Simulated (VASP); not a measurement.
Input of a VASP 6.6.1 run:

Contents of INCAR:

```
ALGO = Normal
EDIFF = 1E-6
ENCUT = 520
ISIF = 2
ISMEAR = -1
LASPH = True
LCHARG = False
LREAL = False
LWAVE = False
NBANDS = 16
NELM = 100
PREC = Accurate
SIGMA = 0.08
```

Contents of KPOINTS:

```
k-points
0
Gamma
  14 14 14
```

POSCAR

```
InAs
1.0
    0.0000000000      3.0129702486      3.0129702486
    3.0129702486      0.0000000000      3.0129702486
    3.0129702486      3.0129702486      0.0000000000
In As
1 1
Direct
    0.0000000000      0.0000000000      0.0000000000
    0.7500000000      0.7500000000      0.7500000000
```

Potentials or basis: VASP PAW LDA potentials, release 64 (In_d, As).

Launch:

```sh
$ cat potpaw_LDA.64/In_d/POTCAR potpaw_LDA.64/As/POTCAR > POTCAR
$ mpirun -np 1 vasp_std > vasp.out
```

**Question.** Predict the band gap on the k mesh.

**Answer.** Zero (filled and empty bands touch).

**Question.** Predict the pressure.

**Answer.** 0.1 GPa.

Caveat: semilocal functionals underestimate gaps, and a narrow one can read as zero; spin-orbit coupling is left out, which moves the levels of the heavy elements.
